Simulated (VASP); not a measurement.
Runs of VASP 6.6.1 on CaPd. The structure is that of space group P4mm (No. 99), or close to it. The cells are those of the table. 

| cell | gap on the mesh (eV) | largest force (eV/Å) |
| --- | --- | --- |
| a = 3.506, b = 3.506, c = 10.011 Å, 4 atoms | none | 0.87 |
| a = 3.506, b = 3.506, c = 8.011 Å, 4 atoms | none | (a) |
| a = 3.506, b = 3.506, c = 7.511 Å, 4 atoms | none | 0.76 |
| a = 3.506, b = 3.506, c = 9.011 Å, 4 atoms | none | 0.87 |

Alike in all rows: task single point; level LDA; potentials or basis VASP PAW LDA potentials, release 64 (Ca_sv, Pd); no spin polarisation; k mesh 5 × 5 × 3; cutoff (eV) 520; smearing fermi-dirac 0.2 eV.

Task: Estimate the missing entries.

Result: (a) 0.75.

A k mesh can miss the band edges, and the runs leave out spin-orbit coupling on Pd.

A gap of «none» marks levels without a gap at the run's occupations.
